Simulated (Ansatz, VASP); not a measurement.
**Two plane-wave programs on Si3N4**

```
Si N
1.0
     7.60200    0.00000    0.00000
    -3.80100    6.58353    0.00000
     0.00000    0.00000    2.90600
Si N
6 8
Direct
  0.76796 0.17407 0.25000
  0.59389 0.76796 0.75000
  0.82593 0.59389 0.25000
  0.23204 0.82593 0.75000
  0.40611 0.23204 0.25000
  0.17407 0.40611 0.75000
  0.02995 0.32988 0.25000
  0.70007 0.02995 0.75000
  0.67012 0.70007 0.25000
  0.97005 0.67012 0.75000
  0.29993 0.97005 0.25000
  0.32988 0.29993 0.75000
  0.66667 0.33333 0.25000
  0.33333 0.66667 0.75000
```

Alike in both runs: task electric field gradients; functional r2SCAN; k mesh 4 × 4 × 10; occupations fermi-dirac, width 0.02 eV; no spin polarisation.

|  | VASP | Ansatz |
| --- | --- | --- |
| version | VASP 6.6.1 | Ansatz 0.2.0 |
| potentials or method | VASP PAW PBE potentials, release 64 (Si, N) | plane-wave PAW, scalar-relativistic |
| plane-wave cutoff (eV) | 520 | 500 |
| valence electrons in the cell | 64 | 64 |

|  | VASP | Ansatz | Ansatz less VASP |
| --- | --- | --- | --- |
| gap on the k mesh at the Fermi level (eV) | 4.99 | 5.00 | +0.007 |
| pressure (GPa) | -0.1 | 0.0 | +0.17 |
| traceless stress, the component that is largest in VASP (GPa) | -0.24 | -0.21 | +0.038 |
| rms of the force components (eV/Å) | 0.019 | 0.019 | -0.0001 |
| size of Vzz on the site where it differs most (V/Å²) | 46.4 | 49.5 | +3.17 |

VASP's potentials were made for PBE, not for r2SCAN. Atom by atom the forces differ by 0.001 eV/Å (rms over components).
